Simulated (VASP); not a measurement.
Write the native input for VASP 6.6.1 that does the following.

| Quantity | Value |
| --- | --- |
| Task | single point |
| Functional | r2SCAN |
| Potentials or basis | VASP PAW PBE potentials, release 64 (Ca_sv, O) |
| Cutoff | 520 eV |
| k mesh | 12 × 12 × 6 |
| Occupations | gaussian, width 0.01 eV |
| Spin | no spin polarisation |
| Dipole correction | no |
| Further INCAR settings | ALGO = Normal; EDIFF = 1e-07; NBANDS = 24 |

CaO:

```
CELL_PARAMETERS angstrom
4.10026 0.00000 0.00000
-2.05013 3.55093 0.00000
0.00000 0.00000 4.91356
ATOMIC_POSITIONS crystal
Ca 0.33333 0.66667 0.93750
Ca 0.66667 0.33333 0.43750
O 0.33333 0.66667 0.43750
O 0.66667 0.33333 0.93750
```

This cell differs from its parent crystal: strain +3.0%.

These files were run (other wordings do the same):

POSCAR

```
CaO
1.0
    4.1002631402      0.0000000000      0.0000000000
   -2.0501315701      3.5509320416      0.0000000000
    0.0000000000      0.0000000000      4.9135573911
Ca O
2 2
Direct
    0.3333333333      0.6666666667     -0.0625000000
    0.6666666667      0.3333333333      0.4375000000
    0.3333333333      0.6666666667      0.4375000000
    0.6666666667      0.3333333333      0.9375000000
```

INCAR.step1

```
PREC     = Accurate       # precision mode
ENCUT    = 520            # plane-wave cutoff, eV
ISMEAR   = 0              # smearing method
SIGMA    = 0.01           # smearing width, eV
LREAL    = F              # projectors in reciprocal space
LASPH    = T              # aspherical terms in the spheres
NELM     = 80             # most SCF steps
NBANDS   = 24             # bands
GGA      = PE             # functional
ALGO     = Normal         # electronic algorithm
EDIFF    = 1E-4           # SCF threshold, eV
LWAVE    = T              # write WAVECAR
LCHARG   = F              # write CHGCAR
```

INCAR.step2

```
PREC     = Accurate       # precision mode
ENCUT    = 520            # plane-wave cutoff, eV
EDIFF    = 1E-7           # SCF threshold, eV
ISMEAR   = 0              # smearing method
SIGMA    = 0.01           # smearing width, eV
LREAL    = F              # projectors in reciprocal space
LASPH    = T              # aspherical terms in the spheres
NELM     = 80             # most SCF steps
ALGO     = Normal         # electronic algorithm
ISIF     = 2              # what is computed and relaxed
LWAVE    = F              # write WAVECAR
LCHARG   = F              # write CHGCAR
METAGGA  = R2SCAN         # meta-GGA
LMIXTAU  = T            
NBANDS   = 24             # bands
ISTART   = 1
```

KPOINTS

```
regular mesh
0
Gamma
  12 12 6
```

Potentials or basis: VASP PAW PBE potentials, release 64 (Ca_sv, O).

The run is started by

```console
$ cat potpaw_PBE.64/Ca_sv/POTCAR potpaw_PBE.64/O/POTCAR > POTCAR
$ cp INCAR.step1 INCAR
$ mpirun -np 1 vasp_std > vasp.out
$ cp INCAR.step2 INCAR
$ mpirun -np 1 vasp_std > vasp.out
```

It gave:

```
Pressure               : -6.3 GPa
Band gap on the k mesh : 3.30 eV
```

Caveat: the cell differs from its parent crystal (strain +3.0%); the cell stands under tension; the structure was generated, so it needn't be the stable form of CaO; the PAW data sets were made with another functional, which shifts forces and pressure a little.

It took 14 min on 1 thread of Oxide Virtual Turin-like Processor (shared host), peak memory 0.23 GiB.
